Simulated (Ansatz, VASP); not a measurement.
One calculation of ZnS, two programs

```
Zn S
1.0
     0.01339    2.68446    2.68446
     2.68446    0.01339    2.68446
     2.68446    2.68446    0.01339
Zn S
1 1
Direct
  0.75046 0.75046 0.75046
  0.99954 0.99954 0.99954
```

Change from the starting cell: equal xy, yz and zx engineering shears of +0.5 %.

Alike in both runs: functional PBEsol; k mesh 8 × 8 × 8; no spin polarisation.

Ansatz relaxed the structure, and its values are those at the end. VASP's run is a single point on that final structure, the one shown.

```csv
,VASP,Ansatz
version,VASP 6.6.1,Ansatz 0.2.0
potentials or method,"VASP PAW PBE potentials, release 64 (Zn, S), cutoff 520 eV","all-electron LAPW, scalar-relativistic"
occupations,"gaussian, width 0.01 eV",fixed
```

```csv
,VASP,Ansatz,Ansatz less VASP
gap on the k mesh at the Fermi level (eV),2.08,2.08,-0.003
pressure (GPa),0.2,0.0,-0.19
```

VASP's potentials were made for PBE, not for PBEsol. Ansatz ran all-electron here, and VASP with PAW potentials.
